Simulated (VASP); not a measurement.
Wanted: the native input for a VASP 6.6.1 run.

```yaml
Task: electric field gradients
Functional: PBE
Potentials_or_basis: VASP PAW PBE potentials, release 64 (Hf_pv, N)
Cutoff: 520 eV
k_mesh: 16 × 16 × 16
Occupations: fermi-dirac, width 0.05 eV
Spin: no spin polarisation
Dipole_correction: no
Further_INCAR_settings: ALGO = Normal; EDIFF = 1e-08; NBANDS = 14
```

The structure of HfN lies in POSCAR:

```
HfN
1.0
    0.0000000000      2.2102009817      2.2102009817
    2.2102009817      0.0000000000      2.2102009817
    2.2102009817      2.2102009817      0.0000000000
Hf N
1 1
Direct
    0.0000000000      0.0000000000      0.0000000000
    0.5000000000      0.5000000000      0.5000000000
```

This cell differs from its parent crystal: volume scaled by 0.9405.

One way to write it, as run:

INCAR

```
SYSTEM = HfN
ALGO = Normal
EDIFF = 1E-8
ENCUT = 520
GGA = PE
ISIF = 2
ISMEAR = -1
LASPH = .True.
LCHARG = .False.
LEFG = .True.
LREAL = .False.
LWAVE = .False.
NBANDS = 14
NELM = 100
PREC = Accurate
SIGMA = 0.05
```

KPOINTS

```
k-points
0
Gamma
  16 16 16
  0 0 0
```

Potentials or basis: VASP PAW PBE potentials, release 64 (Hf_pv, N).

Launch:

```console
$ cat potpaw_PBE.64/Hf_pv/POTCAR potpaw_PBE.64/N/POTCAR > POTCAR
$ mpirun -np 1 vasp_std > vasp.out
```

Results of the run:

```
Pressure : 24.4 GPa
```

Caveat: without QUAD_EFG the Cq values of the log hold for a quadrupole moment of 1 mb, not for the nuclei.

It took 15 s on 1 thread of Intel(R) Xeon(R) 6975P-C (Granite Rapids), on a shared host, peak memory 0.17 GiB.
